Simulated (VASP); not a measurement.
# Te2Mo: single point with PBE

Te2Mo:

```
CELL_PARAMETERS angstrom
-1.77853 -3.08051 0.00000
1.77853 -3.08051 0.00000
0.00000 -1.02704 15.20472
ATOMIC_POSITIONS crystal
Te 0.64481 0.64481 0.13109
Te 0.22813 0.22813 0.63109
Te 0.60517 0.60517 0.36891
Te 0.18849 0.18849 0.86891
Mo 0.54164 0.54164 0.75000
Mo 0.29166 0.29166 0.25000
```

```yaml
Program: VASP 6.6.1
Task: single point
Functional: PBE
Potentials_or_basis: VASP PAW PBE potentials, release 64 (Te, Mo_sv)
Cutoff: 520 eV
k_mesh: 9 × 9 × 2
Occupations: gaussian, width 0.05 eV
Spin: no spin polarisation
Dipole_correction: no
Further_INCAR_settings: ALGO = Normal; EDIFF = 1e-07; NBANDS = 35
```

| Quantity | Value |
| --- | --- |
| Pressure | 0.1 GPa |
| Largest force | 0.017 eV/Å |
| Band gap on the k mesh | 1.03 eV |

Forces on the atoms (eV/Å):
```
Te   0.000  0.007  0.016
Te   0.000  0.002 -0.014
Te   0.000 -0.002  0.014
Te   0.000 -0.007 -0.016
Mo   0.000 -0.006  0.000
Mo   0.000  0.006  0.000
```

Stress tensor (GPa, compression positive):
```
 0.04  0.00  0.00
 0.00 -0.02  0.05
 0.00  0.05  0.23
```

Levels at points of the mesh, in eV from the valence-band top:
| k point | band 22 | band 23 | band 24 | band 25 | band 26 | band 27 | band 28 | band 29 | band 30 | band 31 |
| --- | --- | --- | --- | --- | --- | --- | --- | --- | --- | --- |
| (0.00, 0.00, 0.00) | -0.91 | -0.91 | -0.86 | -0.77 | -0.10 | 2.95 | 2.99 | 3.00 | 3.04 | 3.22 |
| (0.00, 0.00, 0.50) | -0.91 | -0.91 | -0.91 | -0.25 | -0.24 | 2.97 | 2.98 | 3.01 | 3.02 | 3.24 |

Wall time 5 min on 1 thread of AMD EPYC 7R43 64-Core Processor (Zen 3) (shared host), peak memory 0.42 GiB.

Caveat: spin-orbit coupling is left out, which moves the levels of the heavy elements; an odd mesh through Γ misses points on the zone boundary, where band edges can lie; this functional lacks dispersion, which binds the layers, so the pressure and a relaxed spacing across them are unreliable.
